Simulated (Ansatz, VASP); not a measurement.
**HfC in VASP and in Ansatz**

Contents of INCAR:

```
ALGO     = Normal         # electronic algorithm
EDIFF    = 1E-6           # SCF threshold, eV
ENCUT    = 520            # plane-wave cutoff, eV
GGA      = PE             # functional
ISIF     = 2              # what is computed and relaxed
ISMEAR   = -1             # smearing method
LASPH    = True           # aspherical terms in the spheres
LCHARG   = False          # write CHGCAR
LREAL    = False          # projectors in reciprocal space
LWAVE    = False          # write WAVECAR
NBANDS   = 14             # bands
NELM     = 100            # most SCF steps
PREC     = Accurate       # precision mode
SIGMA    = 0.05           # smearing width, eV
```

File KPOINTS:

```
k-points
0
Gamma
  15 15 15
```

POSCAR

```
HfC
1.0
    0.0000000000      2.3327243092      2.3327243092
    2.3327243092      0.0000000000      2.3327243092
    2.3327243092      2.3327243092      0.0000000000
Hf C
1 1
Direct
    0.5000000000      0.5000000000      0.5000000000
    0.0000000000      0.0000000000      0.0000000000
```

Input for Ansatz:

```yaml
crystal:
  lattice:
    - [0.0, 2.3327243092, 2.3327243092]
    - [2.3327243092, 0.0, 2.3327243092]
    - [2.3327243092, 2.3327243092, 0.0]
  atoms:
    - { symbol: Hf, position: [0.5, 0.5, 0.5] }
    - { symbol: C, position: [0.0, 0.0, 0.0] }
kpoints:
  mp_grid: { grid: [15, 15, 15] }
  band_path:
    path:
      - [0.0, 0.0, 0.0]
      - [0.5, 0.0, 0.5]
      - [0.625, 0.25, 0.625]
      - [0.375, 0.375, 0.75]
      - [0.0, 0.0, 0.0]
      - [0.5, 0.5, 0.5]
      - [0.5, 0.25, 0.75]
      - [0.5, 0.0, 0.5]
    npoints: 5
scf:
  occupations: { method: fermi_dirac, width: 0.05 }
hamiltonian:
  xc: pbe
  pseudopotentials: { kind: all_electron, lapw: { basis_error: 0.001 } }
output:
  forces: true
  stress: true
  eigenvalues: true
```

Change from the starting cell: volume scaled by 1.01.

Alike in both runs: task single point; functional PBE; k mesh 15 × 15 × 15; occupations fermi-dirac, width 0.05 eV; no spin polarisation.

|  | VASP | Ansatz |
| --- | --- | --- |
| version | VASP 6.6.1 | Ansatz 0.2.0 |
| potentials or method | VASP PAW PBE potentials, release 64 (Hf_pv, C), cutoff 520 eV | all-electron LAPW, scalar-relativistic |

```tsv
	VASP	Ansatz	Ansatz less VASP
pressure (GPa)	-2.8	-2.0	+0.74
```

Ansatz ran all-electron here, and VASP with PAW potentials.

Spin-orbit coupling is off throughout.
